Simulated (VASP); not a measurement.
Here is a VASP 6.6.1 calculation.

POSCAR

```
NaCl
1.0
    0.0000000000      2.7467402617      2.7467402617
    2.7467402617      0.0000000000      2.7467402617
    2.7467402617      2.7467402617      0.0000000000
Na Cl
1 1
Direct
    0.0000000000      0.0000000000      0.0000000000
    0.5000000000      0.5000000000      0.5000000000
```

File INCAR.step1:

```
ALGO = Normal
EDIFF = 1E-4
ENCUT = 520
GGA = PE
ISMEAR = 0
LASPH = T
LCHARG = F
LREAL = F
LWAVE = T
NBANDS = 14
NELM = 100
PREC = Accurate
SIGMA = 0.02
```

File INCAR.step2:

```
ALGO = Normal
EDIFF = 1E-7
ENCUT = 520
ISIF = 2
ISMEAR = 0
ISTART = 1
LASPH = T
LCHARG = T
LELF = T
LMIXTAU = T
LREAL = F
LVHAR = T
LWAVE = F
METAGGA = R2SCAN
NBANDS = 14
NELM = 100
PREC = Accurate
SIGMA = 0.02
```

Contents of KPOINTS:

```
k-points
0
Gamma
  8 8 8
```

Potentials or basis: VASP PAW PBE potentials, release 64 (Na_pv, Cl).

The run is started by

```sh
$ cat potpaw_PBE.64/Na_pv/POTCAR potpaw_PBE.64/Cl/POTCAR > POTCAR
$ cp INCAR.step1 INCAR
$ mpirun -np 1 vasp_std > vasp.out
$ cp INCAR.step2 INCAR
$ mpirun -np 1 vasp_std > vasp.out
```

Question: Predict the band gap on the k mesh.

Answer: 6.27 eV, direct.

Question: Estimate the pressure.

Answer: 1.7 GPa.

Caveat: the PAW data sets were made with another functional, which shifts forces and pressure a little.
